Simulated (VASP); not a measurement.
Set up this calculation in VASP 6.6.1, as the native input.

```yaml
Task: relaxation of cell and atoms
Functional: r2SCAN
Potentials_or_basis: VASP PAW PBE potentials, release 64 (Zr_sv)
Cutoff: 600 eV
k_mesh: 9 × 9 × 5
Occupations: fermi-dirac, width 0.05 eV
Spin: no spin polarisation
Dipole_correction: no
Further_INCAR_settings: ALGO = Normal; EDIFF = 1e-07; IBRION = 2; EDIFFG = -0.01; NSW = 60; ISIF = 3
```

The system is Zr.

```xyz
2
Lattice="3.2320 0.0000 0.0000 -1.6160 2.7990 0.0000 0.0000 0.0000 5.1470" Properties=species:S:1:pos:R:3 pbc="T T T"
Zr    1.6160    0.9330    3.8603
Zr    0.0000    1.8660    1.2868
```

The input as run:

POSCAR

```
Zr
1.0
    3.2320000000      0.0000000000      0.0000000000
   -1.6160000000      2.7989941050      0.0000000000
    0.0000000000      0.0000000000      5.1470000000
Zr
2
Direct
    0.6666666667      0.3333333333      0.7500000000
    0.3333333333      0.6666666667      0.2500000000
```

INCAR.step1

```
SYSTEM = Zr
PREC     = Accurate       ! precision mode
ENCUT    = 600            ! plane-wave cutoff, eV
ISMEAR   = -1             ! smearing method
SIGMA    = 0.05           ! smearing width, eV
LREAL    = .False.        ! projectors in reciprocal space
LASPH    = .True.         ! aspherical terms in the spheres
NELM     = 100            ! most SCF steps
GGA      = PE             ! functional
ALGO     = Normal         ! electronic algorithm
EDIFF    = 1E-4           ! SCF threshold, eV
LWAVE    = .True.         ! write WAVECAR
LCHARG   = .False.        ! write CHGCAR
```

INCAR.step2

```
SYSTEM = Zr
PREC     = Accurate       ! precision mode
ENCUT    = 600            ! plane-wave cutoff, eV
EDIFF    = 1E-7           ! SCF threshold, eV
ISMEAR   = -1             ! smearing method
SIGMA    = 0.05           ! smearing width, eV
LREAL    = .False.        ! projectors in reciprocal space
LASPH    = .True.         ! aspherical terms in the spheres
NELM     = 100            ! most SCF steps
ALGO     = Normal         ! electronic algorithm
ISIF     = 3              ! what is computed and relaxed
LWAVE    = .False.        ! write WAVECAR
LCHARG   = .False.        ! write CHGCAR
METAGGA  = R2SCAN         ! meta-GGA
LMIXTAU  = .True.       
IBRION   = 2              ! ionic algorithm
NSW      = 60             ! ionic steps
EDIFFG   = -0.01          ! ionic threshold
ISTART   = 1
```

KPOINTS

```
regular mesh
0
Gamma
  9 9 5
  0 0 0
```

Potentials or basis: VASP PAW PBE potentials, release 64 (Zr_sv).

Command:

```console
$ cat potpaw_PBE.64/Zr_sv/POTCAR > POTCAR
$ cp INCAR.step1 INCAR
$ mpirun -np 1 vasp_std > vasp.out
$ cp INCAR.step2 INCAR
$ mpirun -np 1 vasp_std > vasp.out
```

Results of the run:

* Relaxed volume: 23.49 Å³/atom
* Relaxed cell: a = 3.241 Å, b = 3.241 Å, c = 5.164 Å, α = 90.00°, β = 90.00°, γ = 120.00°
* Space group after relaxing (to 0.1 Å): P6_3/mmc (No. 194)
* Energy gained by relaxing: 0.6 meV/atom
* Ionic steps: 3
* Pressure after relaxing: 0.0 GPa
* Band gap on the k mesh: zero (bands 12 and 13 overlap by 1.30 eV)

Caveat: the PAW data sets were made with another functional, which shifts forces and pressure a little.

It took 14 min on 1 thread of Intel Xeon 8259CL (shared host), peak memory 0.21 GiB.
